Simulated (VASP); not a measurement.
# Se (I4_1/amd) in VASP: further runs

Se is run at these levels: PBEsol; tasks: single point, relaxation of cell and atoms.

Program: VASP 6.6.1. These are calculated values, not measurements. Logs are shortened: lines on timing, memory, paths and dates and some standing lists are left out, and cuts for length are marked.

## Step 1: The cell of the first run

It takes space group I4_1/amd (No. 141, tetragonal). Conventional cell: a = 4.004 Å, b = 4.004 Å, c = 2.127 Å, α = 90.00°, β = 90.00°, γ = 90.00°. Se (site symmetry -4m2) has 10 Se at 2.07 to 2.56 Å within 2.7 Å.

## Step 2: Single point, PBEsol

INCAR reads:

```
SYSTEM = Se
PREC = Accurate ; ENCUT = 520
EDIFF = 1E-7 ; ISMEAR = -1
SIGMA = 0.05 ; LREAL = .False.
LASPH = .True. ; NELM = 100
ALGO = Normal ; ISIF = 2
LWAVE = .False. ; LCHARG = .False.
GGA = PS ; NBANDS = 13
```

KPOINTS reads:

```
Automatic mesh
0
Gamma
  19 19 19
  0 0 0
```

POSCAR reads:

```
Se
1.0
   -2.0021272144      2.0021272144      1.0635213925
    2.0021272144     -2.0021272144      1.0635213925
    2.0021272144      2.0021272144     -1.0635213925
Se
2
Direct
   -0.3750000000     -0.1250000000     -0.2500000000
    0.3750000000      0.1250000000      0.2500000000
```

Potentials or basis: VASP PAW PBE potentials, release 64 (Se).

The run is started by

```
$ cat potpaw_PBE.64/Se/POTCAR > POTCAR
$ mpirun -np 1 vasp_std > vasp.out
```

OUTCAR:

```text
SYSTEM = Se
   PREC = Accurate
   ENCUT = 520
   EDIFF = 1E-7
   ISMEAR = -1
   LREAL = .False.
   LASPH = .True.
   NELM = 100
   ISIF = 2
   GGA = PS

 ion  position               nearest neighbor table
   1  0.625  0.875  0.750-   2 2.07   2 2.07   2 2.07   2 2.07   2 2.56   2 2.56   2 2.56   2 2.56

   2  0.375  0.125  0.250-   1 2.07   1 2.07   1 2.07   1 2.07   1 2.56   1 2.56   1 2.56   1 2.56

  LATTYP: Found a body centered tetragonal cell.
 ALAT       =     4.0042544288
 C/A-ratio  =     0.5311957127

  Lattice vectors:

 A1 = (  -2.0021272144,   2.0021272144,   1.0635213925)
 A2 = (   2.0021272144,  -2.0021272144,   1.0635213925)
 A3 = (   2.0021272144,   2.0021272144,  -1.0635213925)

Analysis of symmetry for initial positions (statically):
=====================================================================
 Subroutine PRICEL returns:
 Original cell was already a primitive cell.

 Routine SETGRP: Setting up the symmetry group for a
 body centered tetragonal supercell.

 Subroutine GETGRP returns: Found 16 space group operations
 (whereof  4 operations were pure point group operations)
 out of a pool of 16 trial point group operations.

The static configuration has the point symmetry C_2h.
 The point group associated with its full space group is D_4h.

Analysis of symmetry for dynamics (positions and initial velocities):
=====================================================================
 Subroutine PRICEL returns:
 Original cell was already a primitive cell.

 Routine SETGRP: Setting up the symmetry group for a
 body centered tetragonal supercell.

 Subroutine GETGRP returns: Found 16 space group operations
 (whereof  4 operations were pure point group operations)
 out of a pool of 16 trial point group operations.

The dynamic configuration has the point symmetry C_2h.
 The point group associated with its full space group is D_4h.

 Subroutine INISYM returns: Found 16 space group operations
 (whereof  4 operations are pure point group operations),
 and found     1 'primitive' translations

----------------------------------------------------------------------------------------

                                     Primitive cell

  volume of cell :      17.0526

  direct lattice vectors                    reciprocal lattice vectors
    -2.002127214  2.002127214  1.063521392     0.000000000  0.249734381  0.470136288
     2.002127214 -2.002127214  1.063521392     0.249734381  0.000000000  0.470136288
     2.002127214  2.002127214 -1.063521392     0.249734381  0.249734381  0.000000000

  length of vectors
     3.024583363  3.024583363  3.024583363     0.532348937  0.532348937  0.353177748

  position of ions in fractional coordinates (direct lattice)
     0.625000000  0.875000000  0.750000000
     0.375000000  0.125000000  0.250000000

  ion indices of the primitive-cell ions
   primitive index   ion index
                 1           1
                 2           2

----------------------------------------------------------------------------------------

 KPOINTS: Automatic mesh

Automatic generation of k-mesh.
 Grid dimensions read from file:
 generate k-points for:   19   19   19

 Generating k-lattice:

  Cartesian coordinates                     Fractional coordinates (reciprocal lattice)
     0.000000000  0.013143915  0.024744015     0.052631579  0.000000000  0.000000000
     0.013143915  0.000000000  0.024744015     0.000000000  0.052631579  0.000000000
     0.013143915  0.013143915  0.000000000     0.000000000  0.000000000  0.052631579

  Length of vectors
     0.028018365  0.028018365  0.018588303

  Shift w.r.t. Gamma in fractional coordinates (k-lattice)
     0.000000000  0.000000000  0.000000000

 Subroutine IBZKPT returns following result:
 ===========================================

 Found    550 irreducible k-points:

 Following reciprocal coordinates:
            Coordinates               Weight
  0.000000  0.000000  0.000000      1.000000
  0.052632  0.000000  0.000000      8.000000
  0.105263  0.000000  0.000000      8.000000
  0.157895 -0.000000  0.000000      8.000000
  0.210526  0.000000  0.000000      8.000000
  0.263158  0.000000  0.000000      8.000000
[... 16 lines left out ...]
 -0.315789  0.052632  0.000000     16.000000
 -0.263158  0.052632 -0.000000     16.000000
 [... further k-points ...]
   k-points           NKPTS =    550   k-points in BZ     NKDIM =    550   number of bands    NBANDS=     13
   number of dos      NEDOS =    301   number of ions     NIONS =      2
   total plane-waves  NPLWV =  13824
   dimension x,y,z NGX =    24 NGY =   24 NGZ =   24
   dimension x,y,z NGXF=    48 NGYF=   48 NGZF=   48
   ions per type =               2
   NGX,Y,Z   is equivalent  to a cutoff of  13.19, 13.19, 13.19 a.u.
   NGXF,Y,Z  is equivalent  to a cutoff of  26.38, 26.38, 26.38 a.u.
 SYSTEM =  Se
   PREC   = accura    normal or accurate (medium, high low for compatibility)
[... 25 lines left out ...]
   IALGO  =     38    algorithm
   IMIX   =      4    mixing-type and parameters
     AMIX     =   0.40;   BMIX     =  1.00
     AMIX_MAG =   1.60;   BMIX_MAG =  1.00
  volume/ion in A,a.u.               =       8.53        57.54
  Fermi-wavevector in a.u.,A,eV,Ry     =   1.456148  2.751720 28.849328  2.120366
  Thomas-Fermi vector in A             =   2.573100
   LORBIT       =      0    0 simple, 1 ext, 2 COOP (PROOUT), +10 PAW based schemes
   GGA     = PS    functional components
   LHFCALC =     F    Hartree Fock is set to
   AEXX    =    0.0000 exact exchange contribution
   IVDW    =     0    specifies the selected vdW correction
   LEPSILON=     F    determine dielectric tensor
   LRPA    =     F    only Hartree local field effects (RPA)
 non-spin polarized calculation
  energy-cutoff  :      520.00
  volume of cell :       17.05
 maximum number of plane-waves:       476
   NGX = 11   NGY = 11   NGZ = 11

 number of electron      11.9999999 magnetization

 Free energy of the ion-electron system (eV)
  ---------------------------------------------------
  ext. energy  EPLUGINS =         0.00000000
  ---------------------------------------------------
  free energy    TOTEN  =         9.60986000 eV

  energy without entropy =        9.61508610  energy(sigma->0) =        9.61247305

 E-fermi :  21.3235     XC(G=0): -14.9223

 val. band max:       21.3217878472   @ k =  -0.2105  -0.3158   0.2105
 cond. band min:      21.3302058601   @ k =  -0.2632   0.0526  -0.0000
 fundamental gap:      0.0084180130
 Fermi energy:        21.3235468807

 k-point     1 :       0.0000    0.0000    0.0000
  band No.  band energies     occupation
      1      -8.2140      2.00000
      2       8.9370      2.00000
      3       8.9370      2.00000
      4       9.9931      2.00000
      5      16.9867      2.00000
      6      26.9339      0.00000
      7      26.9339      0.00000
      8      28.1839      0.00000
      9      30.0634      0.00000
     10      31.5365      0.00000
     11      31.9313      0.00000
     12      36.5980      0.00000
     13      36.5985      0.00000

 k-point     2 :       0.0526    0.0000    0.0000
  band No.  band energies     occupation
      1      -8.0946      2.00000
      2       8.4640      2.00000
      3       8.9287      2.00000
      4      10.6831      2.00000
      5      17.2153      2.00000
      6      26.0550      0.00000
      7      26.9630      0.00000
      8      28.0623      0.00000
      9      28.3683      0.00000
     10      30.9314      0.00000
     11      33.3798      0.00000
     12      33.7228      0.00000
     13      34.0124      0.00000

 k-point     3 :       0.1053    0.0000    0.0000
  band No.  band energies     occupation
      1      -7.7363      2.00000
      2       7.8820      2.00000
      3       8.9224      2.00000
      4      11.9074      2.00000
      5      17.8789      2.00000
      6      24.4415      0.00000
      7      25.3509      0.00000
      8      26.8361      0.00000
      9      26.9006      0.00000
     10      30.3711      0.00000
     11      31.3059      0.00000
     12      32.6045      0.00000
     13      35.5455      0.00000
[... 305 lines left out ...]
 k-point    23 :      -0.3158    0.0526    0.0000
  band No.  band energies     occupation
      1      -4.9121      2.00000
      2       6.3248      2.00000
      3       9.1619      2.00000
      4      14.0319      2.00000
      5      18.0844      2.00000
      6      19.0342      2.00000
      7      21.4501      0.14739
      8      22.1959      0.00000
      9      24.1849      0.00000
     10      27.4380      0.00000
     11      30.8526      0.00000
     12      35.8917      0.00000
     13      43.3050      0.00000

 k-point    24 :      -0.2632    0.0526   -0.0000
  band No.  band energies     occupation
      1      -6.0407      2.00000
      2       6.2235      2.00000
      3       8.9348      2.00000
      4      15.4368      2.00000
      5      18.7246      2.00000
      6      20.0866      2.00000
      7      21.3302      0.93351
      8      22.8969      0.00000
      9      24.9062      0.00000
     10      28.4549      0.00000
     11      30.1416      0.00000
     12      34.9228      0.00000
     13      41.4776      0.00000

 [... further k-points ...]
[... 5 lines left out ...]
  --------------------------------------------------------------------------------------
  -------------------------------------------------------------------------------------
  Total       49.3216827     49.3216827     49.3399999      0.0000000     -0.0000000     -0.0000000
  in kB     4634.0307193   4634.0307193   4635.7517105      0.0000000     -0.0000000     -0.0000000
  external PRESSURE =    4634.6043830 kB  Pullay stress =       0.0000000 kB

 VOLUME and BASIS-vectors are now :
 -----------------------------------------------------------------------------
  energy-cutoff  :      520.00
  volume of cell :       17.05
      direct lattice vectors                 reciprocal lattice vectors
    -2.002127214  2.002127214  1.063521392     0.000000000  0.249734381  0.470136288
     2.002127214 -2.002127214  1.063521392     0.249734381  0.000000000  0.470136288
     2.002127214  2.002127214 -1.063521392     0.249734381  0.249734381  0.000000000

 POSITION                                       TOTAL-FORCE (eV/Angst)
 -----------------------------------------------------------------------------------
      2.00213      1.00106      0.79764        -0.000000      0.000000      0.000000
     -0.00000      1.00106      0.26588         0.000000     -0.000000     -0.000000
 -----------------------------------------------------------------------------------
    total drift:                                0.000000      0.000000      0.000000

  FREE ENERGIE OF THE ION-ELECTRON SYSTEM (eV)
  ---------------------------------------------------
  free  energy   TOTEN  =         9.6098599959 eV

  energy  without entropy=        9.6150861027  energy(sigma->0) =        9.61247305
```

It took 58 s on 1 thread of Intel Xeon 6975P-C, shared host; peak memory 0.23 GiB.

What came out:

* Free energy: 9.6099 eV
* Pressure: 463.5 GPa
* Band gap on the k mesh: zero (band 6 reaches 30.85 eV, above the bottom of band 7 at 17.34 eV)

Stress tensor (GPa, compression positive):
```
463.40   0.00   0.00
  0.00 463.40   0.00
  0.00   0.00 463.58
```

Levels at points of the mesh, in eV from the Fermi level:
| k point | band 3 | band 4 | band 5 | band 6 | band 7 | band 8 | band 9 | band 10 |
| --- | --- | --- | --- | --- | --- | --- | --- | --- |
| (0.00, 0.00, 0.00) | -12.39 | -11.33 | -4.34 | 5.61 | 5.61 | 6.86 | 8.74 | 10.21 |

Caveat: the PAW data sets were made with another functional, which shifts forces and pressure a little.

## Step 3: Single point, PBEsol

INCAR reads:

```
SYSTEM = Se
PREC     = Accurate       ! precision mode
ENCUT    = 520            ! plane-wave cutoff, eV
EDIFF    = 1E-7           ! SCF threshold, eV
ISMEAR   = -1             ! smearing method
SIGMA    = 0.05           ! smearing width, eV
LREAL    = .FALSE.        ! projectors in reciprocal space
LASPH    = .TRUE.         ! aspherical terms in the spheres
NELM     = 100            ! most SCF steps
ALGO     = Normal         ! electronic algorithm
ISIF     = 2              ! what is computed and relaxed
LWAVE    = .FALSE.        ! write WAVECAR
LCHARG   = .TRUE.         ! write CHGCAR
GGA      = PS             ! functional
LELF     = .TRUE.         ! ELF
LVHAR    = .TRUE.       
NBANDS   = 13             ! bands
```

KPOINTS reads:

```
Automatic mesh
0
G
  19 19 19
  0 0 0
```

POSCAR reads:

```
Se
1.0
   -2.0023016085      2.0023016085      1.0634839720
    2.0023016085     -2.0023016085      1.0634839720
    2.0023016085      2.0023016085     -1.0634839720
Se
2
Direct
   -0.3750000000     -0.1250000000     -0.2500000000
    0.3750000000      0.1250000000      0.2500000000
```

Potentials or basis: VASP PAW PBE potentials, release 64 (Se).

The run is started by

```
$ cat potpaw_PBE.64/Se/POTCAR > POTCAR
$ mpirun -np 1 vasp_std > vasp.out
```

Run time: 58 s. Hardware: 1 thread of Intel Xeon 6975P-C, shared host; peak memory 0.22 GiB.

It converged, with:

| Property | Result |
| --- | --- |
| Free energy | 9.6030 eV |
| Pressure | 463.3 GPa |
| Band gap on the k mesh | zero (band 6 reaches 30.84 eV, above the bottom of band 7 at 17.34 eV) |

Stress tensor (GPa, compression positive):
```
463.12   0.00   0.00
  0.00 463.12   0.00
  0.00   0.00 463.52
```

Levels at points of the mesh, in eV from the Fermi level:
```csv
k point,band 3,band 4,band 5,band 6,band 7,band 8,band 9,band 10
"(0.00, 0.00, 0.00)",-12.39,-11.33,-4.34,5.61,5.61,6.86,8.74,10.21
```

Caveat: the PAW data sets were made with another functional, which shifts forces and pressure a little.

## Step 4: Relaxation of cell and atoms, PBEsol, target pressure 450 GPa, at which the enthalpy is minimised

This run uses another cell than the first one, of 8.32 Å³/atom, 0.976 times its volume.

INCAR reads:

```
SYSTEM = Se
PREC = Accurate
ENCUT = 600
EDIFF = 1E-6
ISMEAR = -1
SIGMA = 0.05
LREAL = .False.
LASPH = .True.
NELM = 100
ALGO = Normal
ISIF = 3
LWAVE = .False.
LCHARG = .False.
GGA = PS
IBRION = 2
NSW = 60
EDIFFG = -0.005
PSTRESS = 4500.0
```

KPOINTS reads:

```
regular mesh
0
Gamma
  19 19 19
  0 0 0
```

POSCAR reads:

```
Se
1.0
   -1.9627856170      1.9627856170      1.0795320893
    1.9627856170     -1.9627856170      1.0795320893
    1.9627856170      1.9627856170     -1.0795320893
Se
2
Direct
   -0.3750000000     -0.1250000000     -0.2500000000
    0.3750000000      0.1250000000      0.2500000000
```

The run is started by

```
$ cat potpaw_PBE.64/Se/POTCAR > POTCAR
$ mpirun -np 1 vasp_std > vasp.out
```

Wall time 5.9 min (1 thread of Intel Xeon 6975P-C, shared host); peak memory 0.25 GiB.

The run converged. Its results:

* Free energy: 9.1637 eV
* Relaxed volume: 8.60 Å³/atom
* Relaxed cell: a = 3.034 Å, b = 3.034 Å, c = 3.034 Å, α = 97.10°, β = 97.10°, γ = 138.82°
* Space group after relaxing (to 0.05 Å): I4_1/amd (No. 141)
* Energy change on relaxing (the enthalpy is what falls): -881.8 meV/atom
* Ionic steps: 13
* Pressure after relaxing: 450.0 GPa
* Band gap on the k mesh: zero (band 6 reaches 30.49 eV, above the bottom of band 7 at 17.12 eV)

The path:
```csv
step,energy change (eV),largest force (eV/Å),pressure (GPa),volume (Å³)
1,0.0000,0.0000,502.73,16.64
2,-12.7792,0.0000,143.29,24.05
3,-2.3747,0.0000,430.63,17.44
4,-1.9534,0.0000,443.33,17.29
5,-1.1351,0.0000,466.68,17.07
6,-1.8423,0.0000,447.57,17.24
7,-1.8215,0.0000,448.22,17.23
8,-1.8181,0.0000,448.33,17.23
9,-1.3721,0.0000,461.84,17.07
10,-1.7598,0.0000,450.09,17.21
11,-1.7609,0.0000,450.06,17.21
12,-1.7688,0.0000,449.83,17.21
13,-1.7637,0.0000,449.97,17.21
```

Final structure:
```
CELL_PARAMETERS angstrom
-2.00814 2.00814 1.06684
2.00814 -2.00814 1.06684
2.00814 2.00814 -1.06684
ATOMIC_POSITIONS crystal
Se 0.62500 0.87500 0.75000
Se 0.37500 0.12500 0.25000
```

Levels at points of the mesh, in eV from the Fermi level:
```tsv
k point	band 3	band 4	band 5	band 6	band 7	band 8	band 9	band 10
(0.00, 0.00, 0.00)	-12.30	-11.34	-4.25	5.55	5.55	6.81	8.63	10.58
```

Caveat: the cell is relaxed towards a set pressure, so the enthalpy falls and the energy may rise; the PAW data sets were made with another functional, which shifts forces and pressure a little.

## Step 5: Relaxation of cell and atoms, PBEsol, target pressure 450 GPa, at which the enthalpy is minimised

INCAR reads:

```
PREC = Accurate ; ENCUT = 600
EDIFF = 1E-7 ; ISMEAR = -1
SIGMA = 0.05 ; LREAL = F
LASPH = T ; NELM = 80
ALGO = Normal ; ISIF = 3
LWAVE = F ; LCHARG = F
GGA = PS ; IBRION = 2
NSW = 32 ; EDIFFG = -0.005
PSTRESS = 4500.0
```

KPOINTS reads:

```
regular mesh
0
Gamma
  19 19 19
```

POSCAR reads:

```
Se
1.0
   -2.0021272144      2.0021272144      1.0635213925
    2.0021272144     -2.0021272144      1.0635213925
    2.0021272144      2.0021272144     -1.0635213925
Se
2
Direct
   -0.3750000000     -0.1250000000     -0.2500000000
    0.3750000000      0.1250000000      0.2500000000
```

The run is started by

```
$ cat potpaw_PBE.64/Se/POTCAR > POTCAR
$ mpirun -np 1 vasp_std > vasp.out
```

It took 2 min on 1 thread of Intel Xeon 6975P-C, shared host; peak memory 0.24 GiB.

It converged, with:

| Item | Value |
| --- | --- |
| Free energy | 9.1641 eV |
| Relaxed volume | 8.60 Å³/atom |
| Relaxed cell | a = 3.034 Å, b = 3.034 Å, c = 3.034 Å, α = 97.10°, β = 97.10°, γ = 138.82° |
| Space group after relaxing (to 0.05 Å) | I4_1/amd (No. 141) |
| Energy change on relaxing (the enthalpy is what falls) | -222.2 meV/atom |
| Ionic steps | 4 |
| Pressure after relaxing | 450.0 GPa |
| Band gap on the k mesh | zero (band 6 reaches 30.49 eV, above the bottom of band 7 at 17.12 eV) |

Stress tensor (GPa, compression positive):
```
449.95   0.00   0.00
  0.00 449.95   0.00
  0.00   0.00 450.08
```

Step by step:
| step | energy change (eV) | largest force (eV/Å) | pressure (GPa) | volume (Å³) |
| --- | --- | --- | --- | --- |
| 1 | 0.0000 | 0.0000 | 463.46 | 17.05 |
| 2 | -4.4823 | 0.0000 | 330.46 | 18.88 |
| 3 | -0.4668 | 0.0000 | 449.32 | 17.22 |
| 4 | -0.4444 | 0.0000 | 449.99 | 17.21 |

Final structure:
```xyz
2
Lattice="-2.0082 2.0082 1.0668 2.0082 -2.0082 1.0668 2.0082 2.0082 -1.0668" Properties=species:S:1:pos:R:3 pbc="T T T"
Se    2.0082    1.0041    0.8001
Se    0.0000    1.0041    0.2667
```

Levels at points of the mesh, in eV from the Fermi level:
| k point | band 4 | band 5 | band 6 | band 7 | band 8 | band 9 |
| --- | --- | --- | --- | --- | --- | --- |
| (0.00, 0.00, 0.00) | -11.34 | -4.25 | 5.55 | 5.55 | 6.81 | 8.63 |

Caveat: the cell is relaxed towards a set pressure, so the enthalpy falls and the energy may rise; the PAW data sets were made with another functional, which shifts forces and pressure a little.

## Step 6: The runs side by side

```tsv
task	cell	cutoff (eV)	gap on the mesh (eV)	pressure (GPa)
single point	a = 3.025 Å, angles 97.1, 97.1, 138.8°, 2 atoms	520	none	463.3
relaxation of cell and atoms	relaxed to 450 GPa from a = 2.978 Å, angles 97.5, 97.5, 137.5°, 2 atoms	600	none	450.0
relaxation of cell and atoms	relaxed to 450 GPa from a = 3.025 Å, angles 97.1, 97.1, 138.8°, 2 atoms	600	none	450.0
```

Alike in all rows: level PBEsol; potentials or basis VASP PAW PBE potentials, release 64 (Se); no spin polarisation; k mesh 19 × 19 × 19; smearing fermi-dirac 0.05 eV.

Caveats: the PAW data sets were made with another functional, which shifts forces and pressure a little; the cell is relaxed towards a set pressure, so the enthalpy falls and the energy may rise (some runs).

Total energies depend on the potentials used, so only differences within one code and one set of settings carry meaning.
